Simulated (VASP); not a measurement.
# S (Im-3m) in VASP: further runs, part 2 of 2

VASP 6.6.1.

### Step 3. Single point, PBE (13.88 Å³/atom)

INCAR reads:

```
SYSTEM = S
ALGO = Normal ; EDIFF = 1E-7
ENCUT = 520 ; GGA = PE
ISIF = 2 ; ISMEAR = -1
LASPH = .True. ; LCHARG = .False.
LREAL = .False. ; LWAVE = .False.
NBANDS = 9 ; NELM = 80
PREC = Accurate ; SIGMA = 0.1
```

KPOINTS reads:

```
k-points
0
Gamma
  16 16 16
  0 0 0
```

POSCAR reads:

```
S
1.0
   -1.5138519307      1.5138519307      1.5138519307
    1.5138519307     -1.5138519307      1.5138519307
    1.5138519307      1.5138519307     -1.5138519307
S
1
Direct
    0.0000000000      0.0000000000      0.0000000000
```

Potentials or basis: VASP PAW PBE potentials, release 64 (S).

Launch:

```sh
cat potpaw_PBE.64/S/POTCAR > POTCAR
mpirun -np 1 vasp_std > vasp.out
```

OUTCAR:

```text
SYSTEM = S
   EDIFF = 1E-7
   ENCUT = 520
   GGA = PE
   ISIF = 2
   ISMEAR = -1
   LASPH = .True.
   LREAL = .False.
   NELM = 80
   PREC = Accurate

 ion  position               nearest neighbor table
   1  0.000  0.000  0.000-

  LATTYP: Found a body centered cubic cell.
 ALAT       =     3.0277038614

  Lattice vectors:

 A1 = (  -1.5138519307,   1.5138519307,   1.5138519307)
 A2 = (   1.5138519307,  -1.5138519307,   1.5138519307)
 A3 = (   1.5138519307,   1.5138519307,  -1.5138519307)

Analysis of symmetry for initial positions (statically):
=====================================================================
 Subroutine PRICEL returns:
 Original cell was already a primitive cell.

 Routine SETGRP: Setting up the symmetry group for a
 body centered cubic supercell.

 Subroutine GETGRP returns: Found 48 space group operations
 (whereof 48 operations were pure point group operations)
 out of a pool of 48 trial point group operations.

The static configuration has the point symmetry O_h .

Analysis of symmetry for dynamics (positions and initial velocities):
=====================================================================
 Subroutine PRICEL returns:
 Original cell was already a primitive cell.

 Routine SETGRP: Setting up the symmetry group for a
 body centered cubic supercell.

 Subroutine GETGRP returns: Found 48 space group operations
 (whereof 48 operations were pure point group operations)
 out of a pool of 48 trial point group operations.

The dynamic configuration has the point symmetry O_h .

 Subroutine INISYM returns: Found 48 space group operations
 (whereof 48 operations are pure point group operations),
 and found     1 'primitive' translations

----------------------------------------------------------------------------------------

                                     Primitive cell

  volume of cell :      13.8775

  direct lattice vectors                    reciprocal lattice vectors
    -1.513851931  1.513851931  1.513851931     0.000000000  0.330283292  0.330283292
     1.513851931 -1.513851931  1.513851931     0.330283292  0.000000000  0.330283292
     1.513851931  1.513851931 -1.513851931     0.330283292  0.330283292  0.000000000

  length of vectors
     2.622068459  2.622068459  2.622068459     0.467091112  0.467091112  0.467091112

  position of ions in fractional coordinates (direct lattice)
     0.000000000  0.000000000  0.000000000

  ion indices of the primitive-cell ions
   primitive index   ion index
                 1           1

----------------------------------------------------------------------------------------

 KPOINTS: k-points

Automatic generation of k-mesh.
 Grid dimensions read from file:
 generate k-points for:   16   16   16

 Generating k-lattice:

  Cartesian coordinates                     Fractional coordinates (reciprocal lattice)
     0.000000000  0.020642706  0.020642706     0.062500000  0.000000000  0.000000000
     0.020642706  0.000000000  0.020642706     0.000000000  0.062500000  0.000000000
     0.020642706  0.020642706  0.000000000     0.000000000  0.000000000  0.062500000

  Length of vectors
     0.029193194  0.029193194  0.029193194

  Shift w.r.t. Gamma in fractional coordinates (k-lattice)
     0.000000000  0.000000000  0.000000000

 Subroutine IBZKPT returns following result:
 ===========================================

 Found    145 irreducible k-points:

 Following reciprocal coordinates:
            Coordinates               Weight
  0.000000  0.000000  0.000000      1.000000
  0.062500  0.000000  0.000000     12.000000
  0.125000  0.000000  0.000000     12.000000
  0.187500  0.000000  0.000000     12.000000
  0.250000  0.000000  0.000000     12.000000
  0.312500  0.000000  0.000000     12.000000
[... 16 lines left out ...]
  0.187500  0.187500  0.000000     24.000000
  0.250000  0.187500  0.000000     48.000000
 [... further k-points ...]
   k-points           NKPTS =    145   k-points in BZ     NKDIM =    145   number of bands    NBANDS=      9
   number of dos      NEDOS =    301   number of ions     NIONS =      1
   total plane-waves  NPLWV =   8000
   dimension x,y,z NGX =    20 NGY =   20 NGZ =   20
   dimension x,y,z NGXF=    40 NGYF=   40 NGZF=   40
   ions per type =               1
   NGX,Y,Z   is equivalent  to a cutoff of  12.68, 12.68, 12.68 a.u.
   NGXF,Y,Z  is equivalent  to a cutoff of  25.36, 25.36, 25.36 a.u.
 SYSTEM =  S
   PREC   = accura    normal or accurate (medium, high low for compatibility)
   ISTART =      0    job   : 0-new  1-cont  2-samecut
   ICHARG =      2    charge: 1-file 2-atom 10-const
   ISPIN  =      1    spin polarized calculation?
   LNONCOLLINEAR =      F non collinear calculations
   LSORBIT =      F    spin-orbit coupling
   LASPH  =      T    aspherical Exc in radial PAW
   ENCUT  =  520.0 eV  38.22 Ry    6.18 a.u.   4.88  4.88  4.88*2*pi/ulx,y,z
   NELM   =     80;   NELMIN=  2; NELMDL= -5     # of ELM steps
   EDIFF  = 0.1E-06   stopping-criterion for ELM
   LREAL  =      F    real-space projection
   EDIFFG = 0.1E-05   stopping-criterion for IOM
   NSW    =      0    number of steps for IOM
   IBRION =     -1    ionic relax: 0-MD 1-quasi-New 2-CG
   NFREE  =      0    steps in history (QN), initial steepest desc. (CG)
   ISIF   =      2    stress and relaxation
   ISYM   =      2    0-nonsym 1-usesym 2-fastsym
   POTIM  = 0.5000    time-step for ionic-motion
   TEBEG  =    0.0;   TEEND  =   0.0 temperature during run
   PSTRESS=    0.0 pullay stress
   NELECT =       6.0000    total number of electrons
   NUPDOWN=      -1.0000    fix difference up-down
   EMIN   =  10.00;   EMAX   =-10.00  energy-range for DOS
   EFERMI =   0.00;   METHOD = LEGACY
   ISMEAR =    -1;   SIGMA  =   0.10  broadening in eV -4-tet -1-fermi 0-gaus
   EFERMI_NEDOS =   21; number of points for ismear=-14 and -15
   IALGO  =     38    algorithm
   IMIX   =      4    mixing-type and parameters
     AMIX     =   0.40;   BMIX     =  1.00
     AMIX_MAG =   1.60;   BMIX_MAG =  1.00
  volume/ion in A,a.u.               =      13.88        93.65
  Fermi-wavevector in a.u.,A,eV,Ry     =   1.237908  2.339308 20.849803  1.532417
  Thomas-Fermi vector in A             =   2.372456
   LORBIT       =      0    0 simple, 1 ext, 2 COOP (PROOUT), +10 PAW based schemes
   GGA     = PE    functional components
   LHFCALC =     F    Hartree Fock is set to
   AEXX    =    0.0000 exact exchange contribution
   IVDW    =     0    specifies the selected vdW correction
   LEPSILON=     F    determine dielectric tensor
   LRPA    =     F    only Hartree local field effects (RPA)
 non-spin polarized calculation
  energy-cutoff  :      520.00
  volume of cell :       13.88
 maximum number of plane-waves:       386
   NGX =  9   NGY =  9   NGZ =  9

 number of electron       5.9999998 magnetization

 Free energy of the ion-electron system (eV)
  ---------------------------------------------------
  ext. energy  EPLUGINS =         0.00000000
  ---------------------------------------------------
  free energy    TOTEN  =        -2.93712259 eV

  energy without entropy =       -2.91560918  energy(sigma->0) =       -2.92636589

 E-fermi :   9.6883     XC(G=0): -11.8019

 val. band max:        9.6539773147   @ k =   0.3125   0.1875   0.0625
 cond. band min:       9.7278195886   @ k =   0.2500   0.0625   0.0625
 fundamental gap:      0.0738422739
 Fermi energy:         9.6883353933

 k-point     1 :       0.0000    0.0000    0.0000
  band No.  band energies     occupation
      1      -8.6474      2.00000
      2      13.4692      0.00000
      3      13.4692      0.00000
      4      13.4692      0.00000
      5      21.9715      0.00000
      6      21.9715      0.00000
      7      21.9715      0.00000
      8      26.0376      0.00000
      9      26.0376      0.00000

 k-point     2 :       0.0625    0.0000    0.0000
  band No.  band energies     occupation
      1      -8.5356      2.00000
      2      12.9023      0.00000
      3      13.2207      0.00000
      4      13.4284      0.00000
      5      21.6712      0.00000
      6      21.9556      0.00000
      7      22.4290      0.00000
      8      25.3976      0.00000
      9      25.9365      0.00000
[... 253 lines left out ...]
 k-point    24 :       0.2500    0.1875    0.0000
  band No.  band energies     occupation
      1      -4.7510      2.00000
      2       4.5366      2.00000
      3       7.5378      2.00000
      4      11.4202      0.00000
      5      19.0678      0.00000
      6      21.1484      0.00000
      7      25.4987      0.00000
      8      27.1492      0.00000
      9      30.4527      0.00000

 [... further k-points ...]

------------------------ aborting loop because EDIFF is reached ----------------------------------------

  FORCE on cell =-STRESS in cart. coord.  units (eV):
  Direction    XX          YY          ZZ          XY          YZ          ZX
  --------------------------------------------------------------------------------------
  -------------------------------------------------------------------------------------
  Total        1.1603259      1.1603259      1.1603259     -0.0000000      0.0000000     -0.0000000
  in kB      133.9616166    133.9616166    133.9616166     -0.0000000      0.0000000     -0.0000000
  external PRESSURE =     133.9616166 kB  Pullay stress =       0.0000000 kB

 VOLUME and BASIS-vectors are now :
 -----------------------------------------------------------------------------
  energy-cutoff  :      520.00
  volume of cell :       13.88
      direct lattice vectors                 reciprocal lattice vectors
    -1.513851931  1.513851931  1.513851931     0.000000000  0.330283292  0.330283292
     1.513851931 -1.513851931  1.513851931     0.330283292  0.000000000  0.330283292
     1.513851931  1.513851931 -1.513851931     0.330283292  0.330283292  0.000000000

 POSITION                                       TOTAL-FORCE (eV/Angst)
 -----------------------------------------------------------------------------------
      0.00000      0.00000      0.00000        -0.000000      0.000000     -0.000000
 -----------------------------------------------------------------------------------
    total drift:                                0.000000      0.000000     -0.000000

  FREE ENERGIE OF THE ION-ELECTRON SYSTEM (eV)
  ---------------------------------------------------
  free  energy   TOTEN  =        -2.9371225931 eV

  energy  without entropy=       -2.9156091788  energy(sigma->0) =       -2.92636589
```

Run time: 22 s. Hardware: 1 thread of Intel Xeon 8259CL, shared host; peak memory 0.13 GiB.

Results:

```
Free energy            : -2.9371 eV
Pressure               : 13.4 GPa
Band gap on the k mesh : zero (bands 3 and 4 overlap by 8.89 eV)
```

Levels at points of the mesh, in eV from the Fermi level:
| k point | band 1 | band 2 | band 3 | band 4 | band 5 | band 6 | band 7 | band 8 |
| --- | --- | --- | --- | --- | --- | --- | --- | --- |
| (0.00, 0.00, 0.00) | -18.34 | 3.78 | 3.78 | 3.78 | 12.28 | 12.28 | 12.28 | 16.35 |
| (0.50, 0.00, 0.00) | -12.97 | -8.66 | 0.06 | 2.67 | 7.62 | 7.90 | 18.97 | 19.41 |
| (0.50, 0.50, 0.50) | -8.88 | -4.14 | -4.14 | -4.14 | 3.16 | 3.16 | 23.31 | 23.31 |

Caveat: the cell stands under pressure.
